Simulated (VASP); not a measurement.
The system is RbBr.

```
Rb Br
1.0
     4.12425   -0.08620    0.00000
    -0.08620    4.12425    0.00000
     0.00000    0.00000    4.12425
Rb Br
1 1
Cartesian
  0.0000 0.0000 0.0000
  2.0190 2.0190 2.0621
```

This cell differs from its parent crystal: shear xy strain -4.2%.

Base run:

```yaml
Program: VASP 6.6.1
Functional: r2SCAN
Potentials_or_basis: VASP PAW PBE potentials, release 64 (Rb_sv, Br)
Cutoff: 520 eV
k_mesh: 6 × 6 × 6
Occupations: gaussian, width 0.01 eV
Spin: no spin polarisation
```

Its results: band gap on the k mesh 4.84 eV (least direct gap 4.98 eV); pressure 0.1 GPa.

Problem. The run is repeated on the same cell with these changes: functional from r2SCAN to PBE; occupations from gaussian, width 0.01 eV to fermi-dirac, width 0.02 eV. What comes out?

Solution. Band gap on the k mesh 4.09 eV (least direct gap 4.23 eV); pressure 0.9 GPa.

Caveats: the PAW data sets were made with another functional, which shifts forces and pressure a little (at least some runs).

A k mesh can miss the band edges.
